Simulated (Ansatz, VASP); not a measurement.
# InP in VASP and in Ansatz

```
In P
1.0
     0.00000    2.85500    2.85500
     2.85500    0.00000    2.85500
     2.85500    2.85500    0.00000
In P
1 1
Direct
  0.00000 0.00000 0.00000
  0.50000 0.50000 0.50000
```

Alike in both runs: task single point; functional RPBE; k mesh 8 × 8 × 8; occupations gaussian, width 0.05 eV; no spin polarisation.

|  | VASP | Ansatz |
| --- | --- | --- |
| version | VASP 6.6.1 | Ansatz 0.2.0 |
| potentials or method | VASP PAW PBE potentials, release 64 (In_d, P), cutoff 500 eV | scalar-relativistic, plane waves, PAW |
| valence electrons in the cell | 18 | 18 |

|  | VASP | Ansatz | Ansatz less VASP |
| --- | --- | --- | --- |
| gap on the k mesh at the Fermi level (eV) | none | none | - |
| pressure (GPa) | -3.8 | -3.8 | +0.05 |

VASP's potentials were made for PBE, not for RPBE. A gap of «none» marks a metal or a gap that the smearing closes. With one functional, cell and mesh, what is left measures potentials, basis and numerics.
